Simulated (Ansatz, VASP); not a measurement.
SrTiO3: VASP beside Ansatz

```xyz
5
Lattice="3.9050 0.0000 0.0000 0.0000 3.9050 0.0000 0.0000 0.0000 3.7879" Properties=species:S:1:pos:R:3 pbc="T T T"
Sr    0.0000    0.0000    0.0000
Ti    1.9525    1.9525    1.8939
O     0.0000    1.9525    1.8939
O     1.9525    0.0000    1.8939
O     1.9525    1.9525    0.0000
```

Change from the starting cell: zz strain of -3 %.

Alike in both runs: task single point; functional PBEsol; k mesh 7 × 7 × 7; occupations fermi-dirac, width 0.05 eV; no spin polarisation.

```csv
,VASP,Ansatz
version,VASP 6.6.1,Ansatz 0.2.0
potentials or method,"VASP PAW PBE potentials, release 64 (Sr_sv, Ti_sv, O), cutoff 520 eV","all-electron LAPW, scalar-relativistic"
```

|  | VASP | Ansatz | Ansatz less VASP |
| --- | --- | --- | --- |
| gap on the k mesh at the Fermi level (eV) | 1.88 | 1.91 | +0.029 |
| pressure (GPa) | 4.8 | 4.1 | -0.75 |
| traceless stress, the component that is largest in VASP (GPa) | 5.80 | 5.71 | -0.089 |

VASP's potentials were made for PBE, not for PBEsol. Ansatz ran all-electron here, and VASP with PAW potentials.
